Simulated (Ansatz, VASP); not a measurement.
**Two plane-wave programs on Pt**

```
CELL_PARAMETERS angstrom
0.00000 1.97431 1.97431
1.97431 0.00000 1.97431
1.97431 1.97431 0.00000
ATOMIC_POSITIONS crystal
Pt 0.00000 0.00000 0.00000
```

Alike in both runs: functional r2SCAN; k mesh 18 × 18 × 18; no spin polarisation; Hubbard terms Pt d U = 3.0 eV.

Ansatz relaxed the structure, and its values are those at the end. VASP's run is a single point on that final structure, the one shown.

```csv
,VASP,Ansatz
version,VASP 6.6.1,Ansatz 0.2.0
potentials or method,"VASP PAW PBE potentials, release 64 (Pt)","scalar-relativistic, plane waves, PAW"
plane-wave cutoff (eV),520,500
occupations,tetrahedron,tetrahedron-uncorrected
valence electrons in the cell,10,18
```

VASP gave:

- gap on the k mesh at the Fermi level (eV): none
- pressure (GPa): -8.3

Problem. Estimate Ansatz's values.

Solution. gap on the k mesh at the Fermi level (eV): none; pressure (GPa): 0.0.

VASP's potentials were made for PBE, not for r2SCAN. The programs project onto different local orbitals, so the same U acts differently, and such runs can settle in different states. A gap of «none» marks a metal or a gap that the smearing closes. VASP's potentials hold 10 valence electrons a cell and Ansatz's 18, so a difference there can come from the potentials and not from the codes. Ansatz's warnings: band table not solved further, filled band counts differ across k points, forces under tetrahedra.

Spin-orbit coupling is off throughout.
